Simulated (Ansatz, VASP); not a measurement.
Zr: VASP beside Ansatz

File INCAR:

```
SYSTEM = Zr
PREC     = Accurate       ! precision mode
ENCUT    = 520            ! plane-wave cutoff, eV
EDIFF    = 1E-7           ! SCF threshold, eV
ISMEAR   = -1             ! smearing method
SIGMA    = 0.08           ! smearing width, eV
LREAL    = .False.        ! projectors in reciprocal space
LASPH    = .True.         ! aspherical terms in the spheres
NELM     = 100            ! most SCF steps
ALGO     = Normal         ! electronic algorithm
ISIF     = 2              ! what is computed and relaxed
LWAVE    = .False.        ! write WAVECAR
LCHARG   = .False.        ! write CHGCAR
GGA      = PS             ! functional
NBANDS   = 12             ! bands
```

KPOINTS

```
Automatic mesh
0
Gamma
  14 14 14
  0 0 0
```

POSCAR

```
Zr
1.0
   -1.8454992086      1.8454992086      1.8454992086
    1.8454992086     -1.8454992086      1.8454992086
    1.8454992086      1.8454992086     -1.8454992086
Zr
1
Direct
    0.0000000000      0.0000000000      0.0000000000
```

Input for Ansatz:

```yaml
crystal:
  lattice:
    - [-1.8454992086, 1.8454992086, 1.8454992086]
    - [1.8454992086, -1.8454992086, 1.8454992086]
    - [1.8454992086, 1.8454992086, -1.8454992086]
  atoms:
    - { symbol: Zr, position: [0.0, 0.0, 0.0] }
kpoints:
  mp_grid: { grid: [14, 14, 14] }
  band_path:
    path:
      - [0.0, 0.0, 0.0]
      - [0.5, -0.5, 0.5]
      - [0.0, 0.0, 0.5]
      - [0.0, 0.0, 0.0]
      - [0.25, 0.25, 0.25]
      - [0.5, -0.5, 0.5]
      - [0.25, 0.25, 0.25]
      - [0.0, 0.0, 0.5]
    npoints: 5
scf:
  occupations: { method: fermi_dirac, width: 0.08 }
hamiltonian:
  xc: pbesol
  pseudopotentials: { kind: all_electron, lapw: { basis_error: 0.0005 } }
output:
  forces: true
  stress: true
  eigenvalues: true
```

Change from the starting cell: volume scaled by 1.06.

Alike in both runs: task single point; functional PBEsol; k mesh 14 × 14 × 14; occupations fermi-dirac, width 0.08 eV; no spin polarisation.

```csv
,VASP,Ansatz
version,VASP 6.6.1,Ansatz 0.2.0
potentials or method,"VASP PAW PBE potentials, release 64 (Zr_sv), cutoff 520 eV","all-electron LAPW, scalar-relativistic"
```

Ansatz gave:

- pressure (GPa): -10.4

Question: Estimate VASP's values.

Answer: Pressure (GPa): -10.3.

VASP's potentials were made for PBE, not for PBEsol. Ansatz ran all-electron here, and VASP with PAW potentials.
